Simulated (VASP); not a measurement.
# Si: single point with r2SCAN

The system is Si.

```xyz
2
Lattice="-0.0755 2.7283 2.7283 2.7283 -0.0755 2.7283 2.7283 2.7283 -0.0755" Properties=species:S:1:pos:R:3 pbc="T T T"
Si   -0.0086   -0.0086   -0.0086
Si    1.3539    1.3539    1.3539
```

This cell differs from its parent crystal: epitaxial 111 strain +3.0%.

```yaml
Program: VASP 6.6.1
Task: single point
Functional: r2SCAN
Potentials_or_basis: VASP PAW PBE potentials, release 64 (Si)
Cutoff: 520 eV
k_mesh: 8 × 8 × 8
Occupations: gaussian, width 0.01 eV
Spin: no spin polarisation
Dipole_correction: no
Further_INCAR_settings: ALGO = Normal; EDIFF = 1e-07; NBANDS = 11
```

```
Pressure               : -4.3 GPa
Largest force          : 0.003 eV/Å
Band gap on the k mesh : 0.61 eV (least direct gap 2.38 eV)
```

Forces on the atoms (eV/Å):
```
Si   0.002  0.002  0.002
Si  -0.002 -0.002 -0.002
```

Stress tensor (GPa, compression positive):
```
-4.34  2.10  2.10
 2.10 -4.34  2.10
 2.10  2.10 -4.34
```

Levels at points of the mesh, in eV from the valence-band top:
```tsv
k point	band 1	band 2	band 3	band 4	band 5	band 6	band 7	band 8
(0.00, 0.00, 0.00)	-12.35	-0.31	-0.31	0.00	2.38	2.38	2.46	3.50
(0.50, 0.00, 0.00)	-10.11	-7.23	-1.41	-1.28	1.60	3.34	3.61	8.13
(0.50, 0.50, 0.00)	-8.25	-8.12	-3.24	-2.89	0.61	1.02	9.97	10.20
(0.50, 0.50, 0.50)	-9.81	-7.17	-1.64	-1.64	1.03	3.23	3.23	7.71
```

It took 100 s on 1 thread of Intel(R) Xeon(R) Platinum 8124M CPU @ 3.00GHz (Skylake/Cascade Lake), on a shared host, peak memory 0.17 GiB.

Caveat: the cell differs from its parent crystal (epitaxial 111 strain +3.0%); the cell stands under tension; the PAW data sets were made with another functional, which shifts forces and pressure a little. A k mesh can miss the band edges.
